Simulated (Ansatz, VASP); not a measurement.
**One calculation of F, two programs**

```
F
1.0
    15.00000    0.00000    0.00000
     0.00000   15.50000    0.00000
     0.00000    0.00000   16.00000
F
2
Direct
  0.46001 0.49900 0.47663
  0.53999 0.50100 0.52337
```

Alike in both runs: functional PBE; dispersion D3(BJ); k mesh 1 × 1 × 1; occupations gaussian, width 0.005 eV; no spin polarisation.

Ansatz relaxed the structure, and its values are those at the end. VASP's run is a single point on that final structure, the one shown.

|  | VASP | Ansatz |
| --- | --- | --- |
| version | VASP 6.6.1 | Ansatz 0.2.0 |
| potentials or method | VASP PAW PBE potentials, release 64 (F), cutoff 520 eV | scalar-relativistic, plane waves, PAW |
| valence electrons in the cell | 14 | 14 |

Ansatz gave:

| Quantity | Value |
| --- | --- |
| gap on the k mesh at the Fermi level (eV) | 3.60 |
| rms of the force components (eV/Å) | 0.000 |

Task: Estimate VASP's values.

Result: gap on the k mesh at the Fermi level (eV): 3.53; rms of the force components (eV/Å): 0.216.

One of these differences is far larger than is usual between the two programs; its cause wasn't traced.
